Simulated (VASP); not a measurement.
Input of a VASP 6.6.1 run:

File INCAR:

```
SYSTEM = ZnSe
  ALGO = Normal
  EDIFF = 1E-8
  ENCUT = 520
  GGA = PS
  IBRION = 8
  ISIF = 2
  ISMEAR = 0
  LASPH = .True.
  LCHARG = .False.
  LREAL = .False.
  LWAVE = .False.
  NBANDS = 16
  NELM = 100
  NSW = 1
  PREC = Accurate
  SIGMA = 0.01
```

File KPOINTS:

```
k-points
0
Gamma
  8 8 8
  0 0 0
```

The input POSCAR:

```
ZnSe
1.0
    2.7662892562      2.7662892562      0.0000000000
   -2.7662892562      2.7662892562      0.0000000000
    0.0000000000      2.7662892562      2.7662892562
Zn Se
1 1
Direct
    0.0000000000      0.0000000000      0.0000000000
    0.7500000000      0.2500000000      0.5000000000
```

Potentials or basis: VASP PAW PBE potentials, release 64 (Zn, Se).

Command:

```console
$ cat potpaw_PBE.64/Zn/POTCAR potpaw_PBE.64/Se/POTCAR > POTCAR
$ mpirun -np 1 vasp_std > vasp.out
```

Q: Estimate the highest phonon frequency at Γ, LO-TO splitting left out.

A: 230 cm⁻¹.

Phonon frequencies in cm⁻¹ (negative: imaginary):
| q point | frequencies |
| --- | --- |
| (0.000, 0.000, 0.000) | 0 0 0 230 230 230 |

Caveat: the cell wasn't relaxed at this level first, which shifts response properties.
